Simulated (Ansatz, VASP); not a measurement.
## Pd in VASP and in Ansatz

```
Pd
1.0
     2.73487    0.00000    0.00000
    -1.36743    2.36847    0.00000
     0.00000    0.00000    9.48216
Pd
4
Cartesian
  0.0000 0.0000 0.0000
  0.0000 1.5790 2.3705
  0.0000 0.0000 4.7411
  1.3674 0.7895 7.1116
```

Alike in both runs: task single point; functional PBE; k mesh 24 × 24 × 6; occupations gaussian, width 0.15 eV; no spin polarisation.

|  | VASP | Ansatz |
| --- | --- | --- |
| version | VASP 6.6.1 | Ansatz 0.2.0 |
| potentials or method | VASP PAW PBE potentials, release 64 (Pd), cutoff 520 eV | scalar-relativistic, plane waves, PAW |
| valence electrons in the cell | 40 | 72 |

|  | VASP | Ansatz | Ansatz less VASP |
| --- | --- | --- | --- |
| gap on the k mesh at the Fermi level (eV) | none | none | - |
| pressure (GPa) | 0.4 | 0.6 | +0.27 |
| traceless stress, the component that is largest in VASP (GPa) | -4.82 | -4.81 | +0.015 |

A gap of «none» marks a metal or a gap that the smearing closes. VASP's potentials hold 40 valence electrons a cell and Ansatz's 72, so a difference there can come from the potentials and not from the codes.
